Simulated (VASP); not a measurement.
# RbCl (Fm-3m) in VASP: vibrations by perturbation theory with LDA

Aim: the vibrations by perturbation theory of RbCl with LDA.

Everything below comes from runs of VASP 6.6.1. Logs are shortened: lines on timing, memory, paths and dates and some standing lists are left out, and cuts for length are marked.

## Step 1: The cell of the first run

Symmetry: Fm-3m, No. 225, cubic system. Conventional cell: a = 6.016 Å, b = 6.016 Å, c = 6.016 Å, α = 90.00°, β = 90.00°, γ = 90.00°. Within 4.0 Å of Rb (site symmetry m-3m) lie 6 Cl at 3.01 Å. Within 4.0 Å of Cl (site symmetry m-3m) lie 6 Rb at 3.01 Å.

## Step 2: Vibrations by perturbation theory, LDA

INCAR reads:

```
SYSTEM = RbCl
PREC = Accurate ; ENCUT = 500
EDIFF = 1E-8 ; ISMEAR = 0
SIGMA = 0.01 ; LREAL = .False.
LASPH = .True. ; NELM = 120
ALGO = Normal ; ISIF = 2
LWAVE = .False. ; LCHARG = .False.
GGA = CA ; NBANDS = 15
IBRION = 8 ; NSW = 1
LEPSILON = .True. ; GGA_COMPAT = .False.
```

KPOINTS reads:

```
Automatic mesh
0
Gamma
  8 8 8
  0 0 0
```

POSCAR reads:

```
RbCl
1.0
    0.0000000000      3.0079028723      3.0079028723
    3.0079028723      0.0000000000      3.0079028723
    3.0079028723      3.0079028723      0.0000000000
Rb Cl
1 1
Direct
    0.0000000000      0.0000000000      0.0000000000
    0.5000000000      0.5000000000      0.5000000000
```

Potentials or basis: VASP PAW LDA potentials, release 64 (Rb_sv, Cl).

Command:

```sh
> cat potpaw_LDA.64/Rb_sv/POTCAR potpaw_LDA.64/Cl/POTCAR > POTCAR
> mpirun -np 1 vasp_std > vasp.out
```

OUTCAR:

```text
SYSTEM = RbCl
   PREC = Accurate
   ENCUT = 500
   EDIFF = 1E-8
   ISMEAR = 0
   LREAL = .False.
   LASPH = .True.
   NELM = 120
   ISIF = 2
   GGA = CA
   IBRION = 8
   NSW = 1
   LEPSILON = .True.

 ion  position               nearest neighbor table
   1  0.000  0.000  0.000-   2 3.01   2 3.01   2 3.01   2 3.01   2 3.01   2 3.01
   2  0.500  0.500  0.500-   1 3.01   1 3.01   1 3.01   1 3.01   1 3.01   1 3.01

  LATTYP: Found a face centered cubic cell.
 ALAT       =     6.0158057446

  Lattice vectors:

 A1 = (   0.0000000000,   3.0079028723,   3.0079028723)
 A2 = (   3.0079028723,   0.0000000000,   3.0079028723)
 A3 = (   3.0079028723,   3.0079028723,   0.0000000000)

Analysis of symmetry for initial positions (statically):
=====================================================================
 Subroutine PRICEL returns:
 Original cell was already a primitive cell.

 Routine SETGRP: Setting up the symmetry group for a
 face centered cubic supercell.

 Subroutine GETGRP returns: Found 48 space group operations
 (whereof 48 operations were pure point group operations)
 out of a pool of 48 trial point group operations.

The static configuration has the point symmetry O_h .

Analysis of symmetry for dynamics (positions and initial velocities):
=====================================================================
 Subroutine PRICEL returns:
 Original cell was already a primitive cell.

 Routine SETGRP: Setting up the symmetry group for a
 face centered cubic supercell.

 Subroutine GETGRP returns: Found 48 space group operations
 (whereof 48 operations were pure point group operations)
 out of a pool of 48 trial point group operations.

The dynamic configuration has the point symmetry O_h .

 Subroutine INISYM returns: Found 48 space group operations
 (whereof 48 operations are pure point group operations),
 and found     1 'primitive' translations

----------------------------------------------------------------------------------------

                                     Primitive cell

  volume of cell :      54.4279

  direct lattice vectors                    reciprocal lattice vectors
     0.000000000  3.007902872  3.007902872    -0.166228772  0.166228772  0.166228772
     3.007902872  0.000000000  3.007902872     0.166228772 -0.166228772  0.166228772
     3.007902872  3.007902872  0.000000000     0.166228772  0.166228772 -0.166228772

  length of vectors
     4.253817036  4.253817036  4.253817036     0.287916678  0.287916678  0.287916678

  position of ions in fractional coordinates (direct lattice)
     0.000000000  0.000000000  0.000000000
     0.500000000  0.500000000  0.500000000

  ion indices of the primitive-cell ions
   primitive index   ion index
                 1           1
                 2           2

----------------------------------------------------------------------------------------

 KPOINTS: Automatic mesh

Automatic generation of k-mesh.
 Grid dimensions read from file:
[... 583 lines left out ...]
 ------------------------------------------------------

 Free energy of the ion-electron system (eV)
  ---------------------------------------------------
  ---------------------------------------------------
  free energy    TOTEN  =        -0.28846562 eV

  energy without entropy =       -0.28846562

------------------------ aborting loop because EDIFF is reached ----------------------------------------

--------------------------------------- Ionic step        2  -------------------------------------------

------------------------ aborting loop because EDIFF is reached ----------------------------------------

--------------------------------------- Ionic step        3  -------------------------------------------

------------------------ aborting loop because EDIFF is reached ----------------------------------------

 PIEZOELECTRIC TENSOR FIELD DIRECTION 3  (e Angst)
 -----------------------------------------------------------------------------
    -0.00009  0.00000  0.00000           ( -0.00000  0.00000  0.00000)
     0.00000 -0.00009 -0.00000           (  0.00000 -0.00000 -0.00000)
     0.00000 -0.00000 -0.00052           (  0.00000 -0.00000  0.00000)

 PIEZOELECTRIC TENSOR FIELD DIRECTION 3  (C/m^2)
 -----------------------------------------------------------------------------
    -0.00003  0.00000  0.00000
     0.00000 -0.00003 -0.00000
     0.00000 -0.00000 -0.00015

--------------------------------------- Ionic step        4  -------------------------------------------

------------------------ aborting loop because EDIFF is reached ----------------------------------------

[... ionic steps 5 to 6 ...]

--------------------------------------- Ionic step        7  -------------------------------------------

 Free energy of the ion-electron system (eV)
  ---------------------------------------------------
  ---------------------------------------------------
  free energy    TOTEN  =        -0.19411698 eV

  energy without entropy =       -0.19411698

------------------------ aborting loop because EDIFF is reached ----------------------------------------

 INTERNAL STRAIN TENSOR  FOR ION    2  DIRECTION 1   (eV/Angst):
 -----------------------------------------------------------------------------
    -0.00883 -0.00000  0.00000
     0.00000  0.00066  0.00000
     0.00000  0.00000  0.00066

 MACROSCOPIC STATIC DIELECTRIC TENSOR (including local field effects in DFT)
 ------------------------------------------------------
           2.765424     0.000000     0.000000
           0.000000     2.765424     0.000000
           0.000000    -0.000000     2.765424
 ------------------------------------------------------

 PIEZOELECTRIC TENSOR (including local field effects)  for field in x, y, z        (e  Angst)
          XX          YY          ZZ          XY          YZ          ZX
  --------------------------------------------------------------------------------
  x     0.00000     0.00000     0.00000     0.00000     0.00000     0.00000
  y     0.00000     0.00000     0.00000     0.00000     0.00000     0.00000
  z     0.00000     0.00000     0.00000     0.00000     0.00000     0.00000

 PIEZOELECTRIC TENSOR (including local field effects)  for field in x, y, z        (C/m^2)
          XX          YY          ZZ          XY          YZ          ZX
  --------------------------------------------------------------------------------
  x     0.00000     0.00000     0.00000     0.00000     0.00000     0.00000
  y     0.00000     0.00000     0.00000     0.00000     0.00000     0.00000
  z     0.00000     0.00000     0.00000     0.00000     0.00000     0.00000

 BORN EFFECTIVE CHARGES (including local field effects) (in |e|, cummulative output)
 ---------------------------------------------------------------------------------
 ion    1
    1     1.15801     0.00000     0.00000
    2     0.00000     1.15801     0.00000
    3     0.00000     0.00000     1.15801
 ion    2
    1    -1.15801     0.00000     0.00000
    2     0.00000    -1.15801     0.00000
    3     0.00000     0.00000    -1.15801

 INTERNAL STRAIN TENSOR FOR ION    2 for displacements in x,y,z  (eV/Angst):
          X           Y           Z          XY          YZ          ZX
  --------------------------------------------------------------------------------
  x     0.00000     0.00000     0.00000     0.00000     0.00000     0.00000
  y     0.00000     0.00000     0.00000     0.00000     0.00000     0.00000
  z     0.00000     0.00000     0.00000     0.00000     0.00000     0.00000

 SECOND DERIVATIVES (NOT SYMMETRIZED)
 ------------------------------------
               1X          1Y          1Z          2X          2Y          2Z
  1X    -3.345953    0.000000    0.000000    3.345953    0.000000    0.000000
  1Y     0.000000   -3.345953    0.000000    0.000000    3.345953    0.000000
  1Z     0.000000    0.000000   -3.345953    0.000000    0.000000    3.345953
  2X     3.341017    0.000000    0.000000   -3.341017    0.000000    0.000000
  2Y     0.000000    3.341017    0.000000    0.000000   -3.341017    0.000000
  2Z     0.000000    0.000000    3.341017    0.000000    0.000000   -3.341017

 Eigenvectors and eigenvalues of the dynamical matrix
 ----------------------------------------------------

   1 f  =    5.709614 THz    35.874561 2PiTHz  190.452212 cm-1    23.613054 meV
             X         Y         Z           dx          dy          dz
      0.000000  0.000000  0.000000    -0.236905   -0.043668   -0.485249
      3.007903  3.007903  3.007903     0.367561    0.067752    0.752869
[... 21 lines left out ...]
   6 f/i=    0.001919 THz     0.012058 2PiTHz    0.064013 cm-1     0.007937 meV
             X         Y         Z           dx          dy          dz
      0.000000  0.000000  0.000000     0.585377   -0.597983   -0.079078
      3.007903  3.007903  3.007903     0.377295   -0.385420   -0.050968

--------------------------------------------------------------------------------------------------------

 MACROSCOPIC STATIC DIELECTRIC TENSOR IONIC CONTRIBUTION
 ------------------------------------------------------
           1.333434    -0.000000    -0.000000
          -0.000000     1.333434    -0.000000
          -0.000000    -0.000000     1.333434
 ------------------------------------------------------

 ELASTIC MODULI CONTR FROM IONIC RELAXATION (kBar)
 Direction    XX          YY          ZZ          XY          YZ          ZX
 --------------------------------------------------------------------------------
 XX           0.0000      0.0000      0.0000      0.0000      0.0000      0.0000
 YY           0.0000      0.0000      0.0000      0.0000      0.0000      0.0000
 ZZ           0.0000      0.0000      0.0000      0.0000      0.0000      0.0000
 XY           0.0000      0.0000      0.0000      0.0000      0.0000      0.0000
 YZ           0.0000      0.0000      0.0000      0.0000      0.0000      0.0000
 ZX           0.0000      0.0000      0.0000      0.0000      0.0000      0.0000
 --------------------------------------------------------------------------------

 PIEZOELECTRIC TENSOR IONIC CONTR  for field in x, y, z        (C/m^2)
          XX          YY          ZZ          XY          YZ          ZX
  --------------------------------------------------------------------------------
  x     0.00000     0.00000     0.00000     0.00000     0.00000     0.00000
  y     0.00000     0.00000     0.00000     0.00000     0.00000     0.00000
  z     0.00000     0.00000     0.00000     0.00000     0.00000     0.00000
```

It took 3.4 min on 1 thread of Intel Xeon Platinum 8488C (Sapphire Rapids), shared host; peak memory 0.26 GiB.

What came out:

* Electronic dielectric tensor (diagonal): 2.77
* Born charges (mean of the diagonal): Rb +1.16; Cl -1.16 e
* Highest phonon frequency at Γ, LO-TO splitting left out: 190 cm⁻¹

Phonon frequencies in cm⁻¹ (negative: imaginary):
```
              q point        frequencies
(0.000, 0.000, 0.000)  0 0 0 190 190 190
```

Electronic dielectric tensor:
```
2.77 0.00 0.00
0.00 2.77 0.00
0.00 0.00 2.77
```

Born effective charge tensors (e):
atom 1, Rb
```
1.16 0.00 0.00
0.00 1.16 0.00
0.00 0.00 1.16
```
atom 2, Cl
```
-1.16  0.00  0.00
 0.00 -1.16  0.00
 0.00  0.00 -1.16
```

Caveat: the cell stands under pressure or tension, which shifts response properties.
